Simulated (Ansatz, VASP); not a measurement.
Two plane-wave programs on Pt

```xyz
1
Lattice="-1.5427 1.5427 1.5427 1.5427 -1.5427 1.5427 1.5427 1.5427 -1.5427" Properties=species:S:1:pos:R:3 pbc="T T T"
Pt    0.0000    0.0000    0.0000
```

Alike in both runs: task single point; functional PBEsol; k mesh 7 × 7 × 7; no spin polarisation.

|  | VASP | Ansatz |
| --- | --- | --- |
| version | VASP 6.6.1 | Ansatz 0.2.0 |
| potentials or method | VASP PAW PBE potentials, release 64 (Pt), cutoff 500 eV | plane waves, PAW |
| occupations | fermi-dirac, width 0.1 eV | fermi-dirac |
| valence electrons in the cell | 10 | 18 |

Ansatz gave:

| Quantity | Value |
| --- | --- |
| pressure (GPa) | 9.8 |

Which values does VASP return?

Pressure (GPa): 9.4.

VASP's potentials were made for PBE, not for PBEsol. VASP's potentials hold 10 valence electrons a cell and Ansatz's 18, so a difference there can come from the potentials and not from the codes.

The k mesh is coarse, so the values compare programs but aren't converged. Neither program's run includes spin-orbit coupling.
